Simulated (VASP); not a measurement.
Input of a VASP 6.6.1 run:

The input INCAR:

```
SYSTEM = CaO
  PREC = Accurate
  ENCUT = 520
  EDIFF = 1E-6
  ISMEAR = -1
  SIGMA = 0.02
  LREAL = .False.
  LASPH = .True.
  NELM = 80
  ALGO = Normal
  ISIF = 2
  LWAVE = .False.
  LCHARG = .False.
  GGA = PE
  NBANDS = 24
```

File KPOINTS:

```
regular mesh
0
Gamma
  12 12 4
  0 0 0
```

POSCAR

```
CaO
1.0
    3.4022710634      0.0000000000      0.0000000000
   -1.7011355317      2.9464531715      0.0000000000
    0.0000000000      0.0000000000      5.7912799519
Ca O
2 2
Direct
    0.0000000000      0.0000000000      0.0000000000
    0.0000000000      0.0000000000      0.5000000000
    0.3333333333      0.6666666667      0.2500000000
    0.6666666667      0.3333333333      0.7500000000
```

Potentials or basis: VASP PAW PBE potentials, release 64 (Ca_sv, O).

Launch:

```bash
$ cat potpaw_PBE.64/Ca_sv/POTCAR potpaw_PBE.64/O/POTCAR > POTCAR
$ mpirun -np 1 vasp_std > vasp.out
```

Task: Predict the band gap on the k mesh.

Result: 3.88 eV.

Task: Predict the pressure.

Result: -1.3 GPa.

Stress tensor (GPa, compression positive):
```
-3.68  0.00  0.00
 0.00 -3.68  0.00
 0.00  0.00  3.49
```

Caveat: the cell differs from its parent crystal (epitaxial xy strain +2.5%); the stress differs along the axes, from -4 to 3 GPa. A k mesh can miss the band edges.
